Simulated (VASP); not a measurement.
Write the native input for VASP 6.6.1 that does the following.

* Task: relaxation of cell and atoms
* Functional: PBE
* Potentials or basis: VASP PAW PBE potentials, release 64 (Cr_pv)
* Cutoff: 500 eV
* k mesh: 20 × 20 × 20
* Occupations: gaussian, width 0.1 eV
* Spin: no spin polarisation
* Dipole correction: no
* Further INCAR settings: ALGO = Normal; EDIFF = 1e-07; IBRION = 2; EDIFFG = -0.002; NSW = 100; ISIF = 3

The structure of Cr lies in POSCAR:

```
Cr
1.0
   -1.4244740815      1.4244740815      1.4244740815
    1.4244740815     -1.4244740815      1.4244740815
    1.4244740815      1.4244740815     -1.4244740815
Cr
1
Direct
    0.0000000000      0.0000000000      0.0000000000
```

The input as run:

INCAR

```
SYSTEM = Cr
ALGO = Normal ; EDIFF = 1E-7
EDIFFG = -0.002 ; ENCUT = 500
GGA = PE ; GGA_COMPAT = .False.
IBRION = 2 ; ISIF = 3
ISMEAR = 0 ; LASPH = .True.
LCHARG = .False. ; LREAL = .False.
LWAVE = .False. ; NELM = 120
NELMIN = 4 ; NSW = 100
PREC = Accurate ; SIGMA = 0.1
```

KPOINTS

```
k-points
0
Gamma
  20 20 20
  0 0 0
```

Potentials or basis: VASP PAW PBE potentials, release 64 (Cr_pv).

Command:

```sh
$ cat potpaw_PBE.64/Cr_pv/POTCAR > POTCAR
$ mpirun -np 1 vasp_std > vasp.out
```

It gave:

```
Relaxed volume                         : 11.52 Å³/atom
Relaxed cell                           : a = 2.464 Å, b = 2.464 Å, c = 2.464 Å, α = 109.47°, β = 109.47°, γ = 109.47°
Space group after relaxing (to 0.05 Å) : Im-3m (No. 229)
Energy gained by relaxing              : 0.1 meV/atom
Ionic steps                            : 3
Pressure after relaxing                : 0.0 GPa
Band gap on the k mesh                 : zero (band 6 reaches 13.46 eV, above the bottom of band 7 at 10.10 eV)
```

Caveat: the run has no spin polarisation, though such a crystal can be magnetic.

It took 36 s on 1 thread of Intel Xeon 6975P-C (shared host), peak memory 0.15 GiB.
